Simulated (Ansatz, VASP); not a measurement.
# One calculation of Zr, two programs

```xyz
3
Lattice="5.0382 0.0000 0.0000 -2.5191 4.3632 0.0000 0.0000 0.0000 3.1580" Properties=species:S:1:pos:R:3 pbc="T T T"
Zr    0.0000    0.0000    0.0000
Zr    0.0000    2.9088    1.5790
Zr    2.5191    1.4544    1.5790
```

Alike in both runs: functional r2SCAN; k mesh 12 × 12 × 14; occupations gaussian, width 0.1 eV; no spin polarisation.

Ansatz relaxed the structure, and its values are those at the end. VASP's run is a single point on that final structure, the one shown.

```csv
,VASP,Ansatz
version,VASP 6.6.1,Ansatz 0.2.0
potentials or method,"VASP PAW PBE potentials, release 64 (Zr_sv), cutoff 520 eV","scalar-relativistic, plane waves, PAW"
valence electrons in the cell,36,36
```

|  | VASP | Ansatz | Ansatz less VASP |
| --- | --- | --- | --- |
| gap on the k mesh at the Fermi level (eV) | none | none | - |
| pressure (GPa) | 0.0 | 0.0 | -0.01 |

VASP's potentials were made for PBE, not for r2SCAN. A gap of «none» marks a metal or a gap that the smearing closes. With one functional, cell and mesh, what is left measures potentials, basis and numerics.
